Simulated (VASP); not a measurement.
Wanted: the native input for a VASP 6.6.1 run.

```
Task                   : single point
Functional             : LDA
Potentials or basis    : VASP PAW LDA potentials, release 64 (Nb_sv)
Cutoff                 : 520 eV
k mesh                 : 11 × 11 × 11
Occupations            : fermi-dirac, width 0.05 eV
Spin                   : no spin polarisation
Dipole correction      : no
Further INCAR settings : ALGO = Fast; EDIFF = 1e-06; NBANDS = 12
```

The structure of Nb lies in POSCAR:

```
Nb
1.0
    0.0000000000      2.1564811194      2.1564811194
    2.1564811194      0.0000000000      2.1564811194
    2.1564811194      2.1564811194      0.0000000000
Nb
1
Direct
    0.0000000000      0.0000000000      0.0000000000
```

These files were run (other wordings do the same):

INCAR

```
SYSTEM = Nb
PREC = Accurate
ENCUT = 520
EDIFF = 1E-6
ISMEAR = -1
SIGMA = 0.05
LREAL = .False.
LASPH = .True.
NELM = 60
ALGO = Fast
ISIF = 2
LWAVE = .False.
LCHARG = .False.
GGA = CA
NBANDS = 12
```

KPOINTS

```
Automatic mesh
0
Gamma
  11 11 11
  0 0 0
```

Potentials or basis: VASP PAW LDA potentials, release 64 (Nb_sv).

Run with:

```sh
$ cat potpaw_LDA.64/Nb_sv/POTCAR > POTCAR
$ mpirun -np 1 vasp_std > vasp.out
```

It gave:

* Pressure: -18.4 GPa

Run time: 42 s on 1 thread of AMD EPYC 7R13, with other jobs on the host, peak memory 0.1 GiB.
